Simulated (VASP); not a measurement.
A run of VASP 6.6.1 is set up as follows.

File INCAR:

```
SYSTEM = Ga2O3
PREC = Accurate
ENCUT = 600
EDIFF = 1E-6
ISMEAR = -1
SIGMA = 0.05
LREAL = .False.
LASPH = .True.
NELM = 120
ALGO = Normal
ISIF = 2
LWAVE = .False.
LCHARG = .True.
GGA = PE
LELF = .True.
LVHAR = .True.
NBANDS = 55
GGA_COMPAT = .False.
```

The input KPOINTS:

```
Automatic mesh
0
Gamma
  7 7 6
  0 0 0
```

POSCAR

```
Ga2O3
1.0
    2.5287934151      1.4598936996      4.5411175209
   -2.5289390617      1.4599392706      4.5411086353
   -0.0000312566     -2.9201988312      4.5411352958
Ga O
4 6
Direct
    0.3558432463      0.3558388173      0.3558470256
    0.1441590861      0.1441578827      0.1441550851
    0.6441574296      0.6441604230      0.6441532848
    0.8558412622      0.8558416142      0.8558452614
    0.5531292039      0.9468733578      0.2499988796
    0.2499993233      0.5531286168      0.9468698455
    0.9468696827      0.2500013856      0.5531293923
    0.4468702555      0.0531272077      0.7500012066
    0.7500006945      0.4468720566      0.0531297811
    0.0531298260      0.7499986582      0.4468702381
```

Potentials or basis: VASP PAW PBE potentials, release 64 (Ga_d, O).

Run with:

```console
$ cat potpaw_PBE.64/Ga_d/POTCAR potpaw_PBE.64/O/POTCAR > POTCAR
$ mpirun -np 1 vasp_std > vasp.out
```

(1) Estimate the pressure.

(2) What does it give for the band gap on the k mesh?

(3) Estimate the largest force.

Results:

(1) 0.7 GPa.

(2) 2.39 eV (least direct gap 2.63 eV).

(3) 0.011 eV/Å.

Caveat: an odd mesh through Γ misses points on the zone boundary, where band edges can lie.
